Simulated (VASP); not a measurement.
# Al (Fm-3m) in VASP: notebook, part 2 of 2

VASP 6.6.1.

## 3. Single point, PBEsol

This run uses another cell than the first one, of 15.36 Å³/atom, 0.969 times its volume.

Input file INCAR:

```
SYSTEM = Al
PREC = Accurate
ENCUT = 520
EDIFF = 1E-7
ISMEAR = -1
SIGMA = 0.05
LREAL = .False.
LASPH = .True.
NELM = 60
ALGO = Normal
ISIF = 2
LWAVE = .False.
LCHARG = .False.
GGA = PS
NBANDS = 8
```

Input file KPOINTS:

```
regular mesh
0
Gamma
  11 11 11
  0 0 0
```

Input file POSCAR:

```
Al
1.0
    0.0000000000      1.9729089814      1.9729089814
    1.9729089814      0.0000000000      1.9729089814
    1.9729089814      1.9729089814      0.0000000000
Al
1
Direct
    0.0000000000      0.0000000000      0.0000000000
```

Potentials or basis: VASP PAW PBE potentials, release 64 (Al).

The run is started by

```sh
$ cat potpaw_PBE.64/Al/POTCAR > POTCAR
$ mpirun -np 1 vasp_std > vasp.out
```

OUTCAR:

```text
SYSTEM = Al
   PREC = Accurate
   ENCUT = 520
   EDIFF = 1E-7
   ISMEAR = -1
   LREAL = .False.
   LASPH = .True.
   NELM = 60
   ISIF = 2
   GGA = PS

 ion  position               nearest neighbor table
   1  0.000  0.000  0.000-

  LATTYP: Found a face centered cubic cell.
 ALAT       =     3.9458179628

  Lattice vectors:

 A1 = (   0.0000000000,   1.9729089814,   1.9729089814)
 A2 = (   1.9729089814,   0.0000000000,   1.9729089814)
 A3 = (   1.9729089814,   1.9729089814,   0.0000000000)

Analysis of symmetry for initial positions (statically):
=====================================================================
 Subroutine PRICEL returns:
 Original cell was already a primitive cell.

 Routine SETGRP: Setting up the symmetry group for a
 face centered cubic supercell.

 Subroutine GETGRP returns: Found 48 space group operations
[... 9 lines left out ...]

 Routine SETGRP: Setting up the symmetry group for a
 face centered cubic supercell.

 Subroutine GETGRP returns: Found 48 space group operations
 (whereof 48 operations were pure point group operations)
 out of a pool of 48 trial point group operations.

[... 141 lines left out ...]
  ---------------------------------------------------
  free energy    TOTEN  =        -4.08883832 eV

  energy without entropy =       -4.08500763  energy(sigma->0) =       -4.08692297

 E-fermi :   8.7080     XC(G=0): -10.5211

 val. band max:        8.6519433854   @ k =  -0.4545   0.3636   0.0000
 cond. band min:       8.7464618754   @ k =   0.4545   0.1818   0.0909
 fundamental gap:      0.0945184900
 Fermi energy:         8.7079816417

 k-point     1 :       0.0000    0.0000    0.0000
  band No.  band energies     occupation
      1      -2.9177      2.00000
      2      21.7135      0.00000
      3      21.7135      0.00000
      4      21.7135      0.00000
      5      23.7653      0.00000
      6      23.7653      0.00000
      7      23.7653      0.00000
      8      25.7314      0.00000
[... 243 lines left out ...]
 k-point    24 :      -0.1818    0.1818    0.0000
  band No.  band energies     occupation
      1      -0.4285      2.00000
      2      12.6414      0.00000
      3      14.3187      0.00000
      4      21.1644      0.00000
      5      23.2563      0.00000
      6      24.1483      0.00000
      7      25.6512      0.00000
      8      26.5828      0.00000

 [... further k-points ...]
[... 5 lines left out ...]
  --------------------------------------------------------------------------------------
  -------------------------------------------------------------------------------------
  Total        0.4876608      0.4876608      0.4876608     -0.0000000     -0.0000000     -0.0000000
  in kB       50.8718184     50.8718184     50.8718184     -0.0000000     -0.0000000     -0.0000000
  external PRESSURE =      50.8718184 kB  Pullay stress =       0.0000000 kB

 VOLUME and BASIS-vectors are now :
 -----------------------------------------------------------------------------
  energy-cutoff  :      520.00
  volume of cell :       15.36
      direct lattice vectors                 reciprocal lattice vectors
     0.000000000  1.972908981  1.972908981    -0.253432877  0.253432877  0.253432877
     1.972908981  0.000000000  1.972908981     0.253432877 -0.253432877  0.253432877
     1.972908981  1.972908981  0.000000000     0.253432877  0.253432877 -0.253432877

 POSITION                                       TOTAL-FORCE (eV/Angst)
 -----------------------------------------------------------------------------------
      0.00000      0.00000      0.00000         0.000000      0.000000      0.000000
 -----------------------------------------------------------------------------------
    total drift:                                0.000000     -0.000000     -0.000000

  FREE ENERGIE OF THE ION-ELECTRON SYSTEM (eV)
  ---------------------------------------------------
  free  energy   TOTEN  =        -4.0888383223 eV

  energy  without entropy=       -4.0850076271  energy(sigma->0) =       -4.08692297
```

OSZICAR:

```text
N       E                     dE             d eps       ncg     rms          rms(c)
DAV:   1    -0.292306878409E+01   -0.29231E+01   -0.84161E+02   896   0.199E+02
DAV:   2    -0.411424976037E+01   -0.11912E+01   -0.11757E+01  1296   0.181E+01
DAV:   3    -0.411853922355E+01   -0.42895E-02   -0.42833E-02  1224   0.119E+00
DAV:   4    -0.411854582393E+01   -0.66004E-05   -0.66003E-05  1336   0.387E-02
DAV:   5    -0.411854585499E+01   -0.31059E-07   -0.30849E-07  1168   0.135E-03    0.152E+00
DAV:   6    -0.410082047890E+01    0.17725E-01   -0.18200E-03  1232   0.179E-01    0.862E-01
DAV:   7    -0.408885731212E+01    0.11963E-01   -0.50331E-03  1184   0.288E-01    0.186E-01
DAV:   8    -0.408883905218E+01    0.18260E-04   -0.20726E-05  1336   0.301E-02    0.194E-02
DAV:   9    -0.408883847997E+01    0.57222E-06   -0.24833E-07  1200   0.241E-03    0.660E-04
DAV:  10    -0.408883833489E+01    0.14507E-06   -0.22538E-09  1184   0.310E-04    0.425E-04
DAV:  11    -0.408883832228E+01    0.12614E-07   -0.57034E-11   720   0.406E-05
   1 F= -.40888383E+01 E0= -.40869230E+01  d E =-.383070E-02
```

Wall time 16 s (1 thread of AMD EPYC 7R13, shared host); peak memory 0.1 GiB.

What came out:

| Property | Result |
| --- | --- |
| Free energy | -4.0888 eV |
| Pressure | 5.1 GPa |

Caveat: the PAW data sets were made with another functional, which shifts forces and pressure a little.

## 4. Relaxation of cell and atoms, PBEsol, target pressure 2 GPa, at which the enthalpy is minimised

This run uses another cell than the first one, of 16.60 Å³/atom, 1.048 times its volume.

Input file INCAR:

```
SYSTEM = Al
PREC     = Accurate       ! precision mode
ENCUT    = 600            ! plane-wave cutoff, eV
EDIFF    = 1E-6           ! SCF threshold, eV
ISMEAR   = -1             ! smearing method
SIGMA    = 0.05           ! smearing width, eV
LREAL    = .FALSE.        ! projectors in reciprocal space
LASPH    = .TRUE.         ! aspherical terms in the spheres
NELM     = 60             ! most SCF steps
ALGO     = Fast           ! electronic algorithm
ISIF     = 3              ! what is computed and relaxed
LWAVE    = .FALSE.        ! write WAVECAR
LCHARG   = .FALSE.        ! write CHGCAR
GGA      = PS             ! functional
IBRION   = 2              ! ionic algorithm
NSW      = 60             ! ionic steps
EDIFFG   = -0.01          ! ionic threshold
PSTRESS  = 20.0
```

Input file KPOINTS:

```
regular mesh
0
G
  11 11 11
  0 0 0
```

Input file POSCAR:

```
Al
1.0
    0.0000000000      2.0248050000      2.0248050000
    2.0248050000      0.0000000000      2.0248050000
    2.0248050000      2.0248050000      0.0000000000
Al
1
Direct
    0.0000000000      0.0000000000      0.0000000000
```

The run is started by

```sh
$ cat potpaw_PBE.64/Al/POTCAR > POTCAR
$ mpirun -np 1 vasp_std > vasp.out
```

It took 19 s on 1 thread of AMD EPYC 7R13, shared host; peak memory 0.11 GiB.

It converged, with:

* Free energy: -4.0997 eV
* Relaxed volume: 15.85 Å³/atom
* Relaxed cell: a = 2.819 Å, b = 2.819 Å, c = 2.819 Å, α = 60.00°, β = 60.00°, γ = 60.00°
* Space group after relaxing (to 0.05 Å): Fm-3m (No. 225)
* Energy change on relaxing (the enthalpy is what falls): -0.1 meV/atom
* Ionic steps: 3
* Pressure after relaxing: 2.0 GPa

Final structure:
```xyz
1
Lattice="0.0000 1.9937 1.9937 1.9937 0.0000 1.9937 1.9937 1.9937 0.0000" Properties=species:S:1:pos:R:3 pbc="T T T"
Al    0.0000    0.0000    0.0000
```

Levels at points of the mesh, in eV from the Fermi level:
| k point | band 1 | band 2 | band 3 | band 4 | band 5 |
| --- | --- | --- | --- | --- | --- |
| (0.00, 0.00, 0.00) | -11.41 | 12.82 | 12.82 | 12.82 | 14.62 |

Caveat: the cell is relaxed towards a set pressure, so the enthalpy falls and the energy may rise; the PAW data sets were made with another functional, which shifts forces and pressure a little.

## 5. Relaxation of cell and atoms, PBEsol, target pressure 5 GPa, at which the enthalpy is minimised

This run uses another cell than the first one, of 16.60 Å³/atom, 1.048 times its volume.

Input file INCAR:

```
SYSTEM = Al
PREC = Accurate
ENCUT = 600
EDIFF = 1E-6
ISMEAR = -1
SIGMA = 0.05
LREAL = .FALSE.
LASPH = .TRUE.
NELM = 100
ALGO = Normal
ISIF = 3
LWAVE = .FALSE.
LCHARG = .FALSE.
GGA = PS
IBRION = 2
NSW = 60
EDIFFG = -0.01
PSTRESS = 50.0
```

KPOINTS is that of step 4.

POSCAR is that of step 4.

The run is started by

```sh
$ cat potpaw_PBE.64/Al/POTCAR > POTCAR
$ mpirun -np 1 vasp_std > vasp.out
```

It took 17 s on 1 thread of AMD EPYC 7R13, shared host; peak memory 0.1 GiB.

Results (log left out):

```yaml
Free_energy: -4.0893 eV
Relaxed_volume: 15.37 Å³/atom
Relaxed_cell: a = 2.791 Å, b = 2.791 Å, c = 2.791 Å, α = 60.00°, β = 60.00°, γ = 60.00°
Space_group_after_relaxing_to_0.05_Å: Fm-3m (No. 225)
Energy_change_on_relaxing_the_enthalpy_is_what_falls: +10.3 meV/atom
Ionic_steps: 3
Pressure_after_relaxing: 5.0 GPa
```

Step by step:
| step | energy change (eV) | largest force (eV/Å) | pressure (GPa) | volume (Å³) |
| --- | --- | --- | --- | --- |
| 1 | 0.0000 | 0.0000 | -1.87 | 16.60 |
| 2 | 0.0273 | 0.0000 | 8.05 | 14.95 |
| 3 | 0.0103 | 0.0000 | 5.02 | 15.37 |

Final structure:
```yaml
crystal:
  lattice:
    - [0.00000, 1.97338, 1.97338]
    - [1.97338, 0.00000, 1.97338]
    - [1.97338, 1.97338, 0.00000]
  atoms:
    - { symbol: Al, position: [0.00000, 0.00000, 0.00000] }
```

Levels at points of the mesh, in eV from the Fermi level:
```tsv
k point	band 1	band 2	band 3	band 4
(0.00, 0.00, 0.00)	-11.62	13.00	13.00	13.00
```

Caveat: the cell is relaxed towards a set pressure, so the enthalpy falls and the energy may rise; the PAW data sets were made with another functional, which shifts forces and pressure a little.

## 6. The runs side by side

```tsv
task	cell	cutoff (eV)	gap on the mesh (eV)	pressure (GPa)
single point	a = 2.819 Å, angles 60.0°, 1 atom	520	none	2.0
single point	a = 2.790 Å, angles 60.0°, 1 atom	520	none	5.1
relaxation of cell and atoms	relaxed to 2 GPa from a = 2.864 Å, angles 60.0°, 1 atom	600	none	2.0
relaxation of cell and atoms	relaxed to 5 GPa from a = 2.864 Å, angles 60.0°, 1 atom	600	none	5.0
```

Alike in all rows: level PBEsol; potentials or basis VASP PAW PBE potentials, release 64 (Al); no spin polarisation; k mesh 11 × 11 × 11; smearing fermi-dirac 0.05 eV.

Caveats: the PAW data sets were made with another functional, which shifts forces and pressure a little; the cell is relaxed towards a set pressure, so the enthalpy falls and the energy may rise (some runs).

Total energies depend on the potentials used, so only differences within one code and one set of settings carry meaning.
